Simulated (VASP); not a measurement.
Runs of VASP 6.6.1 on B. The structure is that of space group Fm-3m (No. 225), or close to it. The cells are those of the table. 

| task | cell | k mesh | cutoff (eV) | gap on the mesh (eV) | pressure (GPa) |
| --- | --- | --- | --- | --- | --- |
| relaxation of cell and atoms | relaxed from a = 2.101 Å, angles 60.0°, 1 atom | 18 × 18 × 18 | 600 | none | 0.0 |
| single point | a = 2.048 Å, angles 60.0°, 1 atom | 18 × 18 × 18 | 520 | none | 0.2 |
| single point | a = 2.126 Å, angles 60.0°, 1 atom | 21 × 21 × 21 | 520 | none | -21.4 |
| single point | a = 2.020 Å, angles 60.0°, 1 atom | 21 × 21 × 21 | 520 | none | 10.8 |
| single point | a = 2.048 Å, angles 60.0°, 1 atom | 21 × 21 × 21 | 520 | none | 0.1 |
| single point | a = 1.962 Å, angles 60.0°, 1 atom | 21 × 21 × 21 | 520 | none | 39.6 |
| single point | a = 2.048 Å, angles 60.0°, 1 atom | 30 × 30 × 30 | 520 | none | 0.2 |
| single point | a = 2.101 Å, angles 60.0°, 1 atom | 21 × 21 × 21 | 520 | none | -15.6 |
| single point | a = 2.075 Å, angles 60.0°, 1 atom | 21 × 21 × 21 | 520 | none | (a) |
| single point | a = 1.992 Å, angles 60.0°, 1 atom | 21 × 21 × 21 | 520 | none | (b) |

Alike in all rows: level BLYP; potentials or basis VASP PAW PBE potentials, release 64 (B); no spin polarisation; smearing fermi-dirac 0.1 eV.

Q: Fill in the values left out.

A: (a) -8.5; (b) 23.7.

Caveats: the PAW data sets were made with another functional, which shifts forces and pressure a little.

A gap of «none» marks levels without a gap at the run's occupations.
